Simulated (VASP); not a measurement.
A run of VASP 6.6.1 is set up as follows.

The input INCAR:

```
SYSTEM = TiAl
PREC = Accurate ; ENCUT = 520
EDIFF = 1E-6 ; ISMEAR = 0
SIGMA = 0.15 ; LREAL = .False.
LASPH = .True. ; NELM = 100
ALGO = Fast ; ISIF = 2
LWAVE = .False. ; LCHARG = .False.
GGA = PS ; NBANDS = 14
```

KPOINTS

```
Automatic mesh
0
Gamma
  18 18 10
  0 0 0
```

POSCAR

```
TiAl
1.0
    2.8475477334      0.0000000000      0.0000000000
   -1.4237738667      2.4660486756      0.0000000000
    0.0000000000      0.0000000000      4.4344000000
Ti Al
1 1
Direct
    0.0000000000      0.0000000000      0.0000000000
    0.3333333333      0.6666666667      0.5000000000
```

Potentials or basis: VASP PAW PBE potentials, release 64 (Ti_sv, Al).

Launch:

```console
$ cat potpaw_PBE.64/Ti_sv/POTCAR potpaw_PBE.64/Al/POTCAR > POTCAR
$ mpirun -np 1 vasp_std > vasp.out
```

Problem. Estimate the pressure.

Solution. 5.8 GPa.

Stress tensor (GPa, compression positive):
```
 3.41  0.00  0.00
 0.00  3.41  0.00
 0.00  0.00 10.55
```

Caveat: the PAW data sets were made with another functional, which shifts forces and pressure a little.
